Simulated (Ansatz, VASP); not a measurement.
## HPt6: VASP beside Ansatz

```xyz
14
Lattice="5.6143 0.0000 0.0000 0.0000 5.6143 0.0000 0.0000 0.0000 21.8514" Properties=species:S:1:pos:R:3 pbc="T T T"
Pt    1.4036    1.4036    4.0000
Pt    1.4036    4.2107    4.0000
Pt    4.2107    1.4036    4.0000
Pt    4.2107    4.2107    4.0000
Pt    0.0000    0.0000    5.9264
Pt    0.0000    2.8072    5.9264
Pt    2.8072    0.0000    5.9264
Pt    2.8072    2.8072    5.9264
Pt    1.4036    1.4036    7.8514
Pt    1.4036    4.2107    7.8514
Pt    4.2107    1.4036    7.8514
Pt    4.2107    4.2107    7.8514
H    -0.4595    0.0000   10.8514
H     0.4595    0.0000   10.8514
```

Alike in both runs: task single point; functional PBE; k mesh 5 × 5 × 1; occupations gaussian, width 0.1 eV; no spin polarisation.

|  | VASP | Ansatz |
| --- | --- | --- |
| version | VASP 6.6.1 | Ansatz 0.2.0 |
| potentials or method | VASP PAW PBE potentials, release 64 (Pt, H), cutoff 520 eV | scalar-relativistic, plane waves, PAW |
| valence electrons in the cell | 122 | 218 |

|  | VASP | Ansatz | Ansatz less VASP |
| --- | --- | --- | --- |
| gap on the k mesh at the Fermi level (eV) | none | none | - |
| rms of the force components (eV/Å) | 0.755 | 0.755 | +0.0001 |

Atom by atom the forces differ by 0.008 eV/Å (rms over components). A gap of «none» marks a metal or a gap that the smearing closes. The functional is the same, so the differences come from potentials, cutoffs and numerics. VASP's potentials hold 122 valence electrons a cell and Ansatz's 218, so a difference there can come from the potentials and not from the codes.

Spin-orbit coupling is off throughout.
